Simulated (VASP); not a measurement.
Input of a VASP 6.6.1 run:

Contents of INCAR:

```
ALGO = Normal
EDIFF = 1E-6
ENCUT = 520
GGA = PE
ISIF = 2
ISMEAR = 0
LASPH = T
LCHARG = T
LELF = T
LREAL = F
LVHAR = T
LWAVE = F
NBANDS = 24
NELM = 80
PREC = Accurate
SIGMA = 0.1
```

File KPOINTS:

```
k-points
0
Gamma
  4 4 4
```

POSCAR

```
RbAl2
1.0
    0.0000000000      4.0891165500      4.0891165500
    4.0891165500      0.0000000000      4.0891165500
    4.0891165500      4.0891165500      0.0000000000
Rb Al
2 4
Direct
    0.5000000000      0.5000000000      0.5000000000
    0.7500000000      0.7500000000      0.7500000000
    0.1250000000      0.1250000000      0.1250000000
    0.6250000000      0.1250000000      0.1250000000
    0.1250000000      0.1250000000      0.6250000000
    0.1250000000      0.6250000000      0.1250000000
```

Potentials or basis: VASP PAW PBE potentials, release 64 (Rb_sv, Al).

Command:

```console
$ cat potpaw_PBE.64/Rb_sv/POTCAR potpaw_PBE.64/Al/POTCAR > POTCAR
$ mpirun -np 1 vasp_std > vasp.out
```

(1) Predict the band gap on the k mesh.

(2) Predict the pressure.

Results:

(1) zero (band 15 reaches 5.95 eV, above the bottom of band 16 at 3.48 eV).

(2) 6.8 GPa.
